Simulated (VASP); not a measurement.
# Si (Pm-3m) in VASP: a series of runs

The runs below take Si through single point, with PBE.

Program: VASP 6.6.1. These are calculated values, not measurements. Logs are shortened: lines on timing, memory, paths and dates and some standing lists are left out, and cuts for length are marked.

## (1) The cell of the first run

Symmetry: Pm-3m, No. 221, cubic system. Conventional cell: a = 2.515 Å, b = 2.515 Å, c = 2.515 Å, α = 90.00°, β = 90.00°, γ = 90.00°. Within 3.3 Å of Si (site symmetry m-3m) lie 6 Si at 2.51 Å.

This isn't the form of Si at room conditions, which is diamond.

## (2) Single point, PBE

INCAR

```
  ALGO = Normal
  EDIFF = 1E-6
  ENCUT = 500
  GGA = PE
  GGA_COMPAT = False
  ISIF = 2
  ISMEAR = -1
  LASPH = True
  LCHARG = True
  LELF = True
  LREAL = False
  LVHAR = True
  LWAVE = False
  NBANDS = 8
  NELM = 120
  PREC = Accurate
  SIGMA = 0.06122561905347299
```

KPOINTS

```
k-points
0
Gamma
  43 43 43
```

POSCAR

```
Si
1.0
    2.5149084439      0.0000000000      0.0000000000
    0.0000000000      2.5149084439      0.0000000000
    0.0000000000      0.0000000000      2.5149084439
Si
1
Direct
    0.0000000000      0.0000000000      0.0000000000
```

Potentials or basis: VASP PAW PBE potentials, release 64 (Si).

Run with:

```bash
> cat potpaw_PBE.64/Si/POTCAR > POTCAR
> mpirun -np 1 vasp_std > vasp.out
```

OUTCAR:

```text
EDIFF = 1E-6
   ENCUT = 500
   GGA = PE
   ISIF = 2
   ISMEAR = -1
   LASPH = True
   LREAL = False
   NELM = 120
   PREC = Accurate

 ion  position               nearest neighbor table
   1  0.000  0.000  0.000-

  LATTYP: Found a simple cubic cell.
 ALAT       =     2.5149084439

  Lattice vectors:

 A1 = (   2.5149084439,   0.0000000000,   0.0000000000)
 A2 = (   0.0000000000,   2.5149084439,   0.0000000000)
 A3 = (   0.0000000000,   0.0000000000,   2.5149084439)

Analysis of symmetry for initial positions (statically):
=====================================================================
 Subroutine PRICEL returns:
 Original cell was already a primitive cell.

 Routine SETGRP: Setting up the symmetry group for a
 simple cubic supercell.

 Subroutine GETGRP returns: Found 48 space group operations
 (whereof 48 operations were pure point group operations)
 out of a pool of 48 trial point group operations.

The static configuration has the point symmetry O_h .

Analysis of symmetry for dynamics (positions and initial velocities):
=====================================================================
 Subroutine PRICEL returns:
 Original cell was already a primitive cell.

 Routine SETGRP: Setting up the symmetry group for a
 simple cubic supercell.

 Subroutine GETGRP returns: Found 48 space group operations
 (whereof 48 operations were pure point group operations)
 out of a pool of 48 trial point group operations.

The dynamic configuration has the point symmetry O_h .

 Subroutine INISYM returns: Found 48 space group operations
 (whereof 48 operations are pure point group operations),
 and found     1 'primitive' translations

----------------------------------------------------------------------------------------

                                     Primitive cell

  volume of cell :      15.9062

  direct lattice vectors                    reciprocal lattice vectors
     2.514908444  0.000000000  0.000000000     0.397628789  0.000000000  0.000000000
     0.000000000  2.514908444  0.000000000     0.000000000  0.397628789  0.000000000
     0.000000000  0.000000000  2.514908444     0.000000000  0.000000000  0.397628789

  length of vectors
     2.514908444  2.514908444  2.514908444     0.397628789  0.397628789  0.397628789

[... 77 lines left out ...]
   NELM   =    120;   NELMIN=  2; NELMDL= -5     # of ELM steps
   EDIFF  = 0.1E-05   stopping-criterion for ELM
   LREAL  =      F    real-space projection
   EDIFFG = 0.1E-04   stopping-criterion for IOM
   NSW    =      0    number of steps for IOM
   IBRION =     -1    ionic relax: 0-MD 1-quasi-New 2-CG
   NFREE  =      0    steps in history (QN), initial steepest desc. (CG)
   ISIF   =      2    stress and relaxation
   ISYM   =      2    0-nonsym 1-usesym 2-fastsym
   POTIM  = 0.5000    time-step for ionic-motion
   TEBEG  =    0.0;   TEEND  =   0.0 temperature during run
   PSTRESS=    0.0 pullay stress
   NELECT =       4.0000    total number of electrons
   NUPDOWN=      -1.0000    fix difference up-down
   EMIN   =  10.00;   EMAX   =-10.00  energy-range for DOS
   EFERMI =   0.00;   METHOD = LEGACY
   ISMEAR =    -1;   SIGMA  =   0.06  broadening in eV -4-tet -1-fermi 0-gaus
   EFERMI_NEDOS =   21; number of points for ismear=-14 and -15
   IALGO  =     38    algorithm
   IMIX   =      4    mixing-type and parameters
     AMIX     =   0.40;   BMIX     =  1.00
     AMIX_MAG =   1.60;   BMIX_MAG =  1.00
  volume/ion in A,a.u.               =      15.91       107.34
  Fermi-wavevector in a.u.,A,eV,Ry     =   1.033331  1.952712 14.527923  1.067772
  Thomas-Fermi vector in A             =   2.167572
   LORBIT       =      0    0 simple, 1 ext, 2 COOP (PROOUT), +10 PAW based schemes
   GGA     = PE    functional components
   LHFCALC =     F    Hartree Fock is set to
   AEXX    =    0.0000 exact exchange contribution
   IVDW    =     0    specifies the selected vdW correction
   LEPSILON=     F    determine dielectric tensor
   LRPA    =     F    only Hartree local field effects (RPA)
 non-spin polarized calculation
  energy-cutoff  :      500.00
  volume of cell :       15.91
 maximum number of plane-waves:       437
   NGX =  9   NGY =  9   NGZ =  9

 number of electron       3.9999999 magnetization

 Free energy of the ion-electron system (eV)
  ---------------------------------------------------
  ext. energy  EPLUGINS =         0.00000000
  ---------------------------------------------------
  free energy    TOTEN  =        -5.07422427 eV

  energy without entropy =       -5.06907513  energy(sigma->0) =       -5.07164970

 E-fermi :   8.4929     XC(G=0): -10.6886

 val. band max:        8.4860997838   @ k =   0.3256   0.3256   0.0465
 cond. band min:       8.4930690263   @ k =   0.3953   0.3721   0.2093
 fundamental gap:      0.0069692426
 Fermi energy:         8.4929197917

 k-point     1 :       0.0000    0.0000    0.0000
  band No.  band energies     occupation
      1      -4.8591      2.00000
      2      15.9359      0.00000
      3      15.9359      0.00000
      4      16.2920      0.00000
      5      16.2920      0.00000
      6      16.2920      0.00000
      7      24.3953      0.00000
      8      33.4564      0.00000
[... 243 lines left out ...]
 k-point    24 :       0.0465    0.0233    0.0000
  band No.  band energies     occupation
      1      -4.7982      2.00000
      2      14.4669      0.00000
      3      15.4449      0.00000
      4      16.3424      0.00000
      5      16.7899      0.00000
      6      17.7660      0.00000
      7      24.6146      0.00000
      8      32.9695      0.00000

 [... further k-points ...]

------------------------ aborting loop because EDIFF is reached ----------------------------------------

  FORCE on cell =-STRESS in cart. coord.  units (eV):
  Direction    XX          YY          ZZ          XY          YZ          ZX
  --------------------------------------------------------------------------------------
  -------------------------------------------------------------------------------------
  Total        0.2042513      0.2042513      0.2042513      0.0000000     -0.0000000      0.0000000
  in kB       20.5735314     20.5735314     20.5735314      0.0000000     -0.0000000      0.0000000
  external PRESSURE =      20.5735314 kB  Pullay stress =       0.0000000 kB

 VOLUME and BASIS-vectors are now :
 -----------------------------------------------------------------------------
  energy-cutoff  :      500.00
  volume of cell :       15.91
      direct lattice vectors                 reciprocal lattice vectors
     2.514908444  0.000000000  0.000000000     0.397628789  0.000000000  0.000000000
     0.000000000  2.514908444  0.000000000     0.000000000  0.397628789  0.000000000
     0.000000000  0.000000000  2.514908444     0.000000000  0.000000000  0.397628789

 POSITION                                       TOTAL-FORCE (eV/Angst)
 -----------------------------------------------------------------------------------
      0.00000      0.00000      0.00000         0.000000      0.000000      0.000000
 -----------------------------------------------------------------------------------
    total drift:                               -0.000000      0.000000     -0.000000

  FREE ENERGIE OF THE ION-ELECTRON SYSTEM (eV)
  ---------------------------------------------------
  free  energy   TOTEN  =        -5.0742242679 eV

  energy  without entropy=       -5.0690751315  energy(sigma->0) =       -5.07164970
```

OSZICAR:

```text
N       E                     dE             d eps       ncg     rms          rms(c)
DAV:   1    -0.244158063008E+01   -0.24416E+01   -0.17260E+03 34816   0.363E+02
DAV:   2    -0.505496529835E+01   -0.26134E+01   -0.25002E+01 45968   0.299E+01
DAV:   3    -0.507307922340E+01   -0.18114E-01   -0.18086E-01 37360   0.259E+00
DAV:   4    -0.507310648816E+01   -0.27265E-04   -0.27266E-04 50824   0.107E-01
DAV:   5    -0.507310652085E+01   -0.32686E-07   -0.32287E-07 37424   0.213E-03    0.276E+00
DAV:   6    -0.507367195798E+01   -0.56544E-03   -0.70540E-04 41920   0.167E-01    0.160E+00
DAV:   7    -0.507417265650E+01   -0.50070E-03   -0.21336E-03 41264   0.281E-01    0.149E-01
DAV:   8    -0.507422321088E+01   -0.50554E-04   -0.43909E-05 47360   0.454E-02    0.229E-02
DAV:   9    -0.507422436891E+01   -0.11580E-05   -0.53974E-07 38960   0.478E-03    0.276E-03
DAV:  10    -0.507422426791E+01    0.10100E-06   -0.33064E-07 34576   0.363E-03
   1 F= -.50742243E+01 E0= -.50716497E+01  d E =-.514914E-02
```

stdout:

```text
POSCAR found type information on POSCAR Si
 POSCAR found :  1 types and       1 ions
 scaLAPACK will be used
 LDA part: xc-table for (Slater+PW92), standard interpolation
 POSCAR, INCAR and KPOINTS ok, starting setup
 FFT: planning ... GRIDC
 FFT: planning ... GRID_SOFT
 FFT: planning ... GRID
 WAVECAR not read
 entering main loop
```

Wall time 97 s (1 thread of Intel Xeon Platinum 8488C (Sapphire Rapids), shared host); peak memory 0.3 GiB.

What came out:

```yaml
Free_energy: -5.0742 eV
Pressure: 2.1 GPa
Band_gap_on_the_k_mesh: zero (bands 2 and 3 overlap by 10.22 eV)
```

## (3) Single point, PBE

This run uses another cell than the first one, of 16.23 Å³/atom.

INCAR

```
SYSTEM = Si
  PREC = Accurate
  ENCUT = 500
  EDIFF = 1E-6
  ISMEAR = -1
  SIGMA = 0.06122561905347299
  LREAL = .FALSE.
  LASPH = .TRUE.
  NELM = 120
  ALGO = Normal
  ISIF = 2
  LWAVE = .FALSE.
  LCHARG = .FALSE.
  GGA = PE
  NBANDS = 8
  GGA_COMPAT = .FALSE.
```

KPOINTS

```
regular mesh
0
G
  43 43 43
  0 0 0
```

POSCAR

```
Si
1.0
    2.5319015840      0.0000000000      0.0000000000
    0.0000000000      2.5319015840      0.0000000000
    0.0000000000      0.0000000000      2.5319015840
Si
1
Direct
    0.0000000000      0.0000000000      0.0000000000
```

Potentials or basis: VASP PAW PBE potentials, release 64 (Si).

Run with:

```bash
> cat potpaw_PBE.64/Si/POTCAR > POTCAR
> mpirun -np 1 vasp_std > vasp.out
```

Wall time 84 s (1 thread of Intel Xeon Platinum 8488C (Sapphire Rapids), shared host); peak memory 0.3 GiB.

Results (log left out):

- Free energy: -5.0762 eV
- Pressure: -0.1 GPa
- Band gap on the k mesh: zero (bands 2 and 3 overlap by 10.18 eV)

Levels at points of the mesh, in eV from the Fermi level:
```tsv
k point	band 1	band 2	band 3	band 4	band 5	band 6	band 7
(0.00, 0.00, 0.00)	-13.18	7.44	7.44	7.67	7.67	7.67	15.65
```
